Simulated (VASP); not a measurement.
## Pb: single point with r2SCAN+D3(BJ)

Pb:

```xyz
1
Lattice="0.0000 2.4761 2.4761 2.4761 0.0000 2.4761 2.4761 2.4761 0.0000" Properties=species:S:1:pos:R:3 pbc="T T T"
Pb    0.0000    0.0000    0.0000
```

```yaml
Program: VASP 6.6.1
Task: single point
Functional: r2SCAN
Dispersion: D3(BJ)
Potentials_or_basis: VASP PAW PBE potentials, release 64 (Pb_d)
Cutoff: 520 eV
k_mesh: 9 × 9 × 9
Occupations: fermi-dirac, width 0.05 eV
Spin: no spin polarisation
```

```
Pressure                   : 0.0 GPa
Band gap on the k mesh     : zero (band 7 reaches 14.93 eV, above the bottom of band 8 at 5.57 eV)
Dispersion energy per atom : -0.195 eV
```

Levels at points of the mesh, in eV from the Fermi level:
```
           k point  band 4  band 5  band 6  band 7  band 8  band 9  band 10  band 11
(0.00, 0.00, 0.00)  -17.41  -17.41  -12.13    7.89    7.89    7.89    10.58    12.44
```

Wall time 97 s on 1 thread of AMD EPYC 7R13, with other jobs on the host, peak memory 0.15 GiB.

Caveat: the PAW data sets were made with another functional, which shifts forces and pressure a little; spin-orbit coupling is left out, which moves the levels of the heavy elements; pairwise dispersion overbinds metals, which lowers pressure and volume.
